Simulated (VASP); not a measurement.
# HgTe (F-43m) in VASP: single point with HSE06

Aim: the single point of HgTe with HSE06.

Program: VASP 6.6.1. These are calculated values, not measurements. Logs are shortened: lines on timing, memory, paths and dates and some standing lists are left out, and cuts for length are marked.

## Step 1: The cell of the first run

Symmetry: F-43m, No. 216, cubic system. Conventional cell: a = 6.710 Å, b = 6.710 Å, c = 6.710 Å, α = 90.00°, β = 90.00°, γ = 90.00°. Hg (site symmetry -43m) has 4 Te at 2.91 Å within 3.8 Å. Te (site symmetry -43m) has 4 Hg at 2.91 Å within 3.8 Å.

## Step 2: Single point, HSE06 (strain +2.0%)

Input file POSCAR:

```
HgTe
1.0
    0.0000000000      3.3549410466      3.3549410466
    3.3549410466      0.0000000000      3.3549410466
    3.3549410466      3.3549410466      0.0000000000
Hg Te
1 1
Direct
    0.0000000000      0.0000000000      0.0000000000
    0.2500000000      0.2500000000      0.2500000000
```

Input file INCAR.step1:

```
ALGO     = Normal         # electronic algorithm
EDIFF    = 1E-5           # SCF threshold, eV
ENCUT    = 520            # plane-wave cutoff, eV
GGA      = PE             # functional
ISIF     = 2              # what is computed and relaxed
ISMEAR   = -1             # smearing method
LASPH    = T              # aspherical terms in the spheres
LCHARG   = F              # write CHGCAR
LREAL    = F              # projectors in reciprocal space
LWAVE    = T              # write WAVECAR
NBANDS   = 16             # bands
NELM     = 60             # most SCF steps
PREC     = Accurate       # precision mode
SIGMA    = 0.02           # smearing width, eV
```

Input file INCAR.step2:

```
ALGO     = Normal         # electronic algorithm
EDIFF    = 1E-6           # SCF threshold, eV
ENCUT    = 520            # plane-wave cutoff, eV
GGA      = PE             # functional
HFSCREEN = 0.2079         # screening, 1/A
ISIF     = 2              # what is computed and relaxed
ISMEAR   = -1             # smearing method
ISTART   = 1            
LASPH    = T              # aspherical terms in the spheres
LCHARG   = F              # write CHGCAR
LHFCALC  = T              # exact exchange
LREAL    = F              # projectors in reciprocal space
LWAVE    = F              # write WAVECAR
NBANDS   = 16             # bands
NELM     = 60             # most SCF steps
PREC     = Accurate       # precision mode
PRECFOCK = Normal       
SIGMA    = 0.02           # smearing width, eV
```

Input file KPOINTS:

```
k-points
0
Gamma
  4 4 4
```

Potentials or basis: VASP PAW PBE potentials, release 64 (Hg, Te).

The run is started by

```
$ cat potpaw_PBE.64/Hg/POTCAR potpaw_PBE.64/Te/POTCAR > POTCAR
$ cp INCAR.step1 INCAR
$ mpirun -np 1 vasp_std > vasp.out
$ cp INCAR.step2 INCAR
$ mpirun -np 1 vasp_std > vasp.out
```

OUTCAR:

```text
EDIFF = 1E-6
   ENCUT = 520
   GGA = PE
   HFSCREEN = 0.2079
   ISIF = 2
   ISMEAR = -1
   ISTART = 1
   LASPH = T
   LHFCALC = T
   LREAL = F
   NELM = 60
   PREC = Accurate
   PRECFOCK = Normal

 ion  position               nearest neighbor table
   1  0.000  0.000  0.000-   2 2.91   2 2.91   2 2.91   2 2.91
   2  0.250  0.250  0.250-   1 2.91   1 2.91   1 2.91   1 2.91

  LATTYP: Found a face centered cubic cell.
 ALAT       =     6.7098820932

  Lattice vectors:

 A1 = (   0.0000000000,   3.3549410466,   3.3549410466)
 A2 = (   3.3549410466,   0.0000000000,   3.3549410466)
 A3 = (   3.3549410466,   3.3549410466,   0.0000000000)

Analysis of symmetry for initial positions (statically):
=====================================================================
 Subroutine PRICEL returns:
 Original cell was already a primitive cell.

 Routine SETGRP: Setting up the symmetry group for a
 face centered cubic supercell.

 Subroutine GETGRP returns: Found 24 space group operations
 (whereof 24 operations were pure point group operations)
 out of a pool of 48 trial point group operations.

The static configuration has the point symmetry T_d .

Analysis of symmetry for dynamics (positions and initial velocities):
=====================================================================
 Subroutine PRICEL returns:
 Original cell was already a primitive cell.

 Routine SETGRP: Setting up the symmetry group for a
 face centered cubic supercell.

 Subroutine GETGRP returns: Found 24 space group operations
 (whereof 24 operations were pure point group operations)
 out of a pool of 48 trial point group operations.

The dynamic configuration has the point symmetry T_d .

 Subroutine INISYM returns: Found 24 space group operations
 (whereof 24 operations are pure point group operations),
 and found     1 'primitive' translations

----------------------------------------------------------------------------------------

                                     Primitive cell

  volume of cell :      75.5239

[... 69 lines left out ...]
   ENCUT  =  520.0 eV  38.22 Ry    6.18 a.u.   8.82  8.82  8.82*2*pi/ulx,y,z
   NELM   =     60;   NELMIN=  2; NELMDL=  0     # of ELM steps
   EDIFF  = 0.1E-05   stopping-criterion for ELM
   LREAL  =      F    real-space projection
   EDIFFG = 0.1E-04   stopping-criterion for IOM
   NSW    =      0    number of steps for IOM
   IBRION =     -1    ionic relax: 0-MD 1-quasi-New 2-CG
   NFREE  =      0    steps in history (QN), initial steepest desc. (CG)
   ISIF   =      2    stress and relaxation
   ISYM   =      3    0-nonsym 1-usesym 2-fastsym
   POTIM  = 0.5000    time-step for ionic-motion
   TEBEG  =    0.0;   TEEND  =   0.0 temperature during run
   PSTRESS=    0.0 pullay stress
   NELECT =      18.0000    total number of electrons
   NUPDOWN=      -1.0000    fix difference up-down
   EMIN   =  10.00;   EMAX   =-10.00  energy-range for DOS
   EFERMI =   0.00;   METHOD = LEGACY
   ISMEAR =    -1;   SIGMA  =   0.02  broadening in eV -4-tet -1-fermi 0-gaus
   EFERMI_NEDOS =   21; number of points for ismear=-14 and -15
   IALGO  =     38    algorithm
   IMIX   =      1    mixing-type and parameters
     AMIX     =   0.40;   BMIX     =  1.00
     AMIX_MAG =   1.60;   BMIX_MAG =  1.00
  volume/ion in A,a.u.               =      37.76       254.83
  Fermi-wavevector in a.u.,A,eV,Ry     =   1.015011  1.918093 14.017368  1.030247
  Thomas-Fermi vector in A             =   2.148272
   LORBIT       =      0    0 simple, 1 ext, 2 COOP (PROOUT), +10 PAW based schemes
   GGA     = PE    functional components
   LHFCALC =     T    Hartree Fock is set to
   PRECFOCK=normal    Normal, Fast or Accurate (Low or Medium for compatibility)
   ENCUT4O =  -1.0   cutoff for four orbital integrals eV
   NKREDX  =     1    reduce k-point grid by
   NKREDY  =     1    reduce k-point grid by
   NKREDZ  =     1    reduce k-point grid by
   AEXX    =    0.2500 exact exchange contribution
   HFSCREEN=    0.2079 screening length (either q_TF or 0.3 A-1)
   HFSCREENC=   0.2079 screening length for correlation (either q_TF or 0.3 A-1)
   ENCUTFOCK=  -1.0 apply spherical cutoff to Coloumb kernel
   IVDW    =     0    specifies the selected vdW correction
   LEPSILON=     F    determine dielectric tensor
   LRPA    =     F    only Hartree local field effects (RPA)
 non-spin polarized calculation
  energy-cutoff  :      520.00
  volume of cell :       75.52
 maximum number of plane-waves:      2085
  NGX = 28; NGY = 28; NGZ = 28

 number of electron      17.9999999 magnetization

 Free energy of the ion-electron system (eV)
  ---------------------------------------------------
  ext. energy  EPLUGINS =         0.00000000
  ---------------------------------------------------
  free energy    TOTEN  =        -4.64211521 eV

  energy without entropy =       -4.64092175  energy(sigma->0) =       -4.64151848

 E-fermi :   1.5617     XC(G=0):  -6.8915

 val. band max:        1.5478302355   @ k =   0.0000   0.0000   0.0000
 cond. band min:       2.8762052715   @ k =   0.5000   0.0000   0.0000
 fundamental gap:      1.3283750360
 Fermi energy:         1.5616905390

 k-point     1 :       0.0000    0.0000    0.0000
  band No.  band energies     occupation
      1     -10.6944      2.00000
      2      -6.3412      2.00000
      3      -6.3412      2.00000
      4      -6.3412      2.00000
      5      -5.9363      2.00000
      6      -5.9363      2.00000
[... 129 lines left out ...]
      3      -6.1427      2.00000
      4      -5.9764      2.00000
      5      -5.9454      2.00000
      6      -5.4232      2.00000
[... 8 lines left out ...]
     15      13.2410      0.00000
     16      13.3515      0.00000

------------------------ aborting loop because EDIFF is reached ----------------------------------------

  FORCE on cell =-STRESS in cart. coord.  units (eV):
  Direction    XX          YY          ZZ          XY          YZ          ZX
  --------------------------------------------------------------------------------------
  -------------------------------------------------------------------------------------
  Total       -0.9403255     -0.9403255     -0.9403255      0.0000000      0.0000000     -0.0000000
  in kB      -19.9482178    -19.9482178    -19.9482178      0.0000000      0.0000000     -0.0000000
  external PRESSURE =     -19.9482178 kB  Pullay stress =       0.0000000 kB

 VOLUME and BASIS-vectors are now :
 -----------------------------------------------------------------------------
  energy-cutoff  :      520.00
  volume of cell :       75.52
      direct lattice vectors                 reciprocal lattice vectors
     0.000000000  3.354941047  3.354941047    -0.149033915  0.149033915  0.149033915
     3.354941047  0.000000000  3.354941047     0.149033915 -0.149033915  0.149033915
     3.354941047  3.354941047  0.000000000     0.149033915  0.149033915 -0.149033915

 POSITION                                       TOTAL-FORCE (eV/Angst)
 -----------------------------------------------------------------------------------
      0.00000      0.00000      0.00000        -0.000000     -0.000000      0.000000
      1.67747      1.67747      1.67747         0.000000      0.000000     -0.000000
 -----------------------------------------------------------------------------------
    total drift:                               -0.000027     -0.000024     -0.000019

  FREE ENERGIE OF THE ION-ELECTRON SYSTEM (eV)
  ---------------------------------------------------
  free  energy   TOTEN  =        -4.6421152104 eV

  energy  without entropy=       -4.6409217463  energy(sigma->0) =       -4.64151848
```

OSZICAR.step1:

```text
N       E                     dE             d eps       ncg     rms          rms(c)
DAV:   1     0.104027661832E+03    0.10403E+03   -0.78729E+03   256   0.960E+02
DAV:   2     0.132300669138E-01   -0.10401E+03   -0.96546E+02   280   0.223E+02
DAV:   3    -0.374593443208E+01   -0.37592E+01   -0.37467E+01   328   0.441E+01
DAV:   4    -0.378230429471E+01   -0.36370E-01   -0.36366E-01   376   0.380E+00
DAV:   5    -0.378239919566E+01   -0.94901E-04   -0.94900E-04   360   0.197E-01    0.598E+00
DAV:   6    -0.358004581492E+01    0.20235E+00   -0.40302E-01   296   0.776E+00    0.487E+00
DAV:   7    -0.357390455316E+01    0.61413E-02   -0.87729E-02   320   0.192E+00    0.202E+00
DAV:   8    -0.357374715955E+01    0.15739E-03   -0.85143E-03   296   0.101E+00    0.413E-01
DAV:   9    -0.357382270925E+01   -0.75550E-04   -0.75893E-04   328   0.298E-01    0.822E-02
DAV:  10    -0.357386049391E+01   -0.37785E-04   -0.95046E-05   256   0.841E-02    0.411E-02
DAV:  11    -0.357387782274E+01   -0.17329E-04   -0.26375E-05   320   0.318E-02    0.164E-02
DAV:  12    -0.357387781797E+01    0.47703E-08   -0.34361E-06   232   0.108E-02
   1 F= -.35738778E+01 E0= -.35732811E+01  d E =-.119346E-02
```

Wall time 10 min (1 thread of Intel Xeon Platinum 8259CL at 2.50GHz (Skylake/Cascade Lake), shared host); peak memory 0.32 GiB.

Results:

```yaml
Free_energy: -4.6421 eV
Pressure: -2.0 GPa
Band_gap_on_the_k_mesh: zero (filled and empty bands touch)
```

Caveat: the k points lie up to 0.41 Å⁻¹ apart; the cell differs from its parent crystal (strain +2.0%); the PAW data sets were made with another functional, which shifts forces and pressure a little; spin-orbit coupling is left out, which moves the levels of the heavy elements.
